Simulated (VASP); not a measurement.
A run of VASP 6.6.1 is set up as follows.

Contents of INCAR:

```
ALGO = Normal ; EDIFF = 1E-6
ENCUT = 520 ; GGA = PS
ISIF = 2 ; ISMEAR = 0
LASPH = True ; LCHARG = False
LREAL = False ; LWAVE = False
NBANDS = 50 ; NELM = 80
PREC = Accurate ; SIGMA = 0.02
```

File KPOINTS:

```
k-points
0
Gamma
  9 9 2
```

The input POSCAR:

```
GeSb4Te7
1.0
    4.2542971894      0.0000000000      0.0000000000
   -2.1271485947      3.6843294413      0.0000000000
    0.0000000000      0.0000000000     23.3743566817
Ge Sb Te
1 4 7
Direct
    0.0000000000      0.0000000000      0.5000000000
    0.6666666667      0.3333333333      0.9159928107
    0.3333333333      0.6666666667      0.3443310501
    0.3333333333      0.6666666667      0.0840071893
    0.6666666667      0.3333333333      0.6556689499
    0.3333333333      0.6666666667      0.8426977689
    0.6666666667      0.3333333333      0.1573022311
    0.0000000000      0.0000000000      0.7287639408
    0.6666666667      0.3333333333      0.4291703722
    0.3333333333      0.6666666667      0.5708296278
    0.0000000000      0.0000000000      0.0000000000
    0.0000000000      0.0000000000      0.2712360592
```

Potentials or basis: VASP PAW PBE potentials, release 64 (Ge_d, Sb, Te).

The run is started by

```sh
$ cat potpaw_PBE.64/Ge_d/POTCAR potpaw_PBE.64/Sb/POTCAR potpaw_PBE.64/Te/POTCAR > POTCAR
$ mpirun -np 1 vasp_std > vasp.out
```

Problem. Predict the pressure.

Solution. 0.0 GPa.

Problem. What does it give for the largest force?

Solution. 0.034 eV/Å.

Problem. Predict the band gap on the k mesh.

Solution. 0.03 eV, direct.

Forces on the atoms (eV/Å):
```
Ge   0.000  0.000  0.000
Sb   0.000  0.000  0.028
Sb   0.000  0.000  0.027
Sb   0.000  0.000 -0.028
Sb   0.000  0.000 -0.027
Te   0.000  0.000 -0.032
Te   0.000  0.000  0.032
Te   0.000  0.000  0.034
Te   0.000  0.000 -0.004
Te   0.000  0.000  0.004
Te   0.000  0.000  0.000
Te   0.000  0.000 -0.034
```

Caveat: the PAW data sets were made with another functional, which shifts forces and pressure a little; spin-orbit coupling is left out, which moves the levels of the heavy elements. A k mesh can miss the band edges.
